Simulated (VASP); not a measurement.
Wanted: the native input for a VASP 6.6.1 run.

```yaml
Task: single point
Functional: LDA
Potentials_or_basis: VASP PAW LDA potentials, release 64 (Li_sv, Fe, N)
Cutoff: 520 eV
k_mesh: 13 × 13 × 8
Occupations: fermi-dirac, width 0.05 eV
Spin: collinear spin, ferromagnetic start
Starting_moments: "[0.0, 2.4, 0.0] μB"
Hubbard_terms: Fe d U = 3.5 eV
Dipole_correction: no
Further_INCAR_settings: ALGO = Normal; EDIFF = 1e-07; NBANDS = 19
```

The structure of LiFeN lies in POSCAR:

```
LiFeN
1.0
    3.0592586667      0.0000000000      0.0000000000
   -1.5296293333      2.6493963467      0.0000000000
    0.0000000000      0.0000000000      4.2581321905
Li Fe N
1 1 1
Direct
    0.3333333333      0.6666666667      0.0000000000
    0.6666666667      0.3333333333      0.5000000000
    0.3333333333      0.6666666667      0.5000000000
```

These files were run (other wordings do the same):

INCAR

```
PREC = Accurate
ENCUT = 520
EDIFF = 1E-7
ISMEAR = -1
SIGMA = 0.05
LREAL = False
LASPH = True
NELM = 150
ALGO = Normal
ISIF = 2
LWAVE = False
LCHARG = True
ISPIN = 2
MAGMOM = 0 2.4 0
LORBIT = 11
LMAXMIX = 4
LDAU = True
LDAUTYPE = 2
LDAUL = -1 2 -1
LDAUU = 0 3.5 0
LDAUJ = 0 0 0
LDAUPRINT = 1
GGA = CA
LELF = True
LVHAR = True
NBANDS = 19
```

KPOINTS

```
Automatic mesh
0
Gamma
  13 13 8
```

Potentials or basis: VASP PAW LDA potentials, release 64 (Li_sv, Fe, N).

Run with:

```console
$ cat potpaw_LDA.64/Li_sv/POTCAR potpaw_LDA.64/Fe/POTCAR potpaw_LDA.64/N/POTCAR > POTCAR
$ mpirun -np 1 vasp_std > vasp.out
```

Results of the run:

* Net moment: 2.87 μB per cell
* Site moments: Li -0.01; Fe +2.81; N +0.06 μB
* Valence electrons inside the program's atomic spheres: Li 2.10; Fe 7.78; N 3.75

Caveat: a cell with one magnetic atom can't hold antiferromagnetic order, which such compounds often take.

Wall time 2.5 min on 1 thread of Oxide Virtual Turin-like Processor, on a shared host, peak memory 0.19 GiB.
